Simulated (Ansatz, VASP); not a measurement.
## Two plane-wave programs on Fe

```
CELL_PARAMETERS angstrom
4.17445 0.00000 0.00000
-2.08723 3.61518 0.00000
0.00000 0.00000 2.37630
ATOMIC_POSITIONS crystal
Fe 0.00000 0.00000 0.00000
Fe 0.33333 0.66667 0.50000
Fe 0.66667 0.33333 0.50000
```

Change from the starting cell: volume scaled by 1, PAW files.

Alike in both runs: task single point; functional PBE; k mesh 9 × 9 × 12; occupations fermi-dirac, width 0.08 eV; collinear spin.

```csv
,VASP,Ansatz
version,VASP 6.6.1,Ansatz 0.2.0
potentials or method,"VASP PAW PBE potentials, release 64 (Fe)","PAW with Ansatz's default frozen-core files, scalar-relativistic"
plane-wave cutoff (eV),520,420
valence electrons in the cell,24,48
```

|  | VASP | Ansatz | Ansatz less VASP |
| --- | --- | --- | --- |
| pressure (GPa) | 0.0 | 0.0 | +0.01 |
| traceless stress, the component that is largest in VASP (GPa) | -0.23 | 0.00 | +0.236 |
| net moment per atom (μB) | 2.45 | 2.44 | -0.010 |
| size of the moment on the site where the two differ most (μB) | 2.55 | 2.57 | +0.017 |

Site moments also hang on the region over which each program counts them. VASP's potentials hold 24 valence electrons a cell and Ansatz's 48, so a difference there can come from the potentials and not from the codes.
